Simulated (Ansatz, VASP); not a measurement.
# One calculation of AlN, two programs

```
Al N
1.0
     0.00000    1.99528    1.99528
     1.99528    0.00000    1.99528
     1.99528    1.99528    0.00000
Al N
1 1
Direct
  0.00000 0.00000 0.00000
  0.50000 0.50000 0.50000
```

Alike in both runs: task single point; functional PBEsol; k mesh 14 × 14 × 14; occupations gaussian, width 0.05 eV; no spin polarisation.

```csv
,VASP,Ansatz
version,VASP 6.6.1,Ansatz 0.2.0
potentials or method,"VASP PAW PBE potentials, release 64 (Al, N), cutoff 520 eV","scalar-relativistic, plane waves, PAW"
valence electrons in the cell,8,8
```

|  | VASP | Ansatz | Ansatz less VASP |
| --- | --- | --- | --- |
| gap on the k mesh at the Fermi level (eV) | 4.94 | 4.94 | +0.006 |
| least direct gap on the mesh (eV) | 6.25 | 6.22 | -0.024 |
| pressure (GPa) | 11.6 | 11.6 | +0.08 |

VASP's potentials were made for PBE, not for PBEsol. With one functional, cell and mesh, what is left measures potentials, basis and numerics.
